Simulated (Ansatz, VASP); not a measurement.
## One calculation of Te2Mo, two programs

```
Te Mo
1.0
     3.58720    0.00000    0.00000
    -1.79360    3.10661    0.00000
     0.00000    0.00000   14.24766
Te Mo
4 2
Direct
  0.66667 0.33333 0.37900
  0.33333 0.66667 0.87900
  0.66667 0.33333 0.12100
  0.33333 0.66667 0.62100
  0.66667 0.33333 0.75000
  0.33333 0.66667 0.25000
```

Alike in both runs: task single point; functional PBE; k mesh 9 × 9 × 2; occupations fermi-dirac, width 0.05 eV; no spin polarisation.

```csv
,VASP,Ansatz
version,VASP 6.6.1,Ansatz 0.2.0
potentials or method,"VASP PAW PBE potentials, release 64 (Te, Mo_sv)",PseudoDojo standard (PBE files)
plane-wave cutoff (eV),520,1120
valence electrons in the cell,52,92
```

|  | VASP | Ansatz | Ansatz less VASP |
| --- | --- | --- | --- |
| gap on the k mesh at the Fermi level (eV) | 0.80 | 0.80 | 0.000 |
| least direct gap on the mesh (eV) | 0.96 | 0.96 | -0.001 |
| pressure (GPa) | -2.5 | -2.5 | +0.02 |
| traceless stress, the component that is largest in VASP (GPa) | -0.39 | -0.43 | -0.036 |
| rms of the force components (eV/Å) | 0.263 | 0.265 | +0.0021 |

Atom by atom the forces differ by 0.002 eV/Å (rms over components). VASP's potentials hold 52 valence electrons a cell and Ansatz's 92, so a difference there can come from the potentials and not from the codes.

Spin-orbit coupling is off throughout. Noted on Ansatz's run: odd divisions of the mesh miss points on the zone boundary, where band edges often lie, so the gap on the mesh can be too wide.
